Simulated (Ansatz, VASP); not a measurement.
## C: VASP beside Ansatz

```xyz
2
Lattice="0.0000 1.7657 1.7657 1.7657 0.0000 1.7657 1.7657 1.7657 0.0000" Properties=species:S:1:pos:R:3 pbc="T T T"
C     0.0000    0.0000    0.0000
C     0.8829    0.8829    0.8829
```

Alike in both runs: functional LDA; k mesh 12 × 12 × 12; occupations gaussian, width 0.02 eV; no spin polarisation.

Ansatz relaxed the structure, and its values are those at the end. VASP's run is a single point on that final structure, the one shown.

```csv
,VASP,Ansatz
version,VASP 6.6.1,Ansatz 0.2.0
potentials or method,"VASP PAW LDA potentials, release 64 (C), cutoff 600 eV","scalar-relativistic, plane waves, PAW"
valence electrons in the cell,8,8
```

|  | VASP | Ansatz | Ansatz less VASP |
| --- | --- | --- | --- |
| gap on the k mesh at the Fermi level (eV) | 4.20 | 4.20 | +0.004 |
| least direct gap on the mesh (eV) | 5.63 | 5.62 | -0.004 |
| pressure (GPa) | 0.9 | 0.0 | -0.95 |

Ansatz warns that its potentials were made for another functional, while VASP's fit it. LDA's correlation is that of Perdew and Zunger in VASP and of Perdew and Wang (1992) in Ansatz.
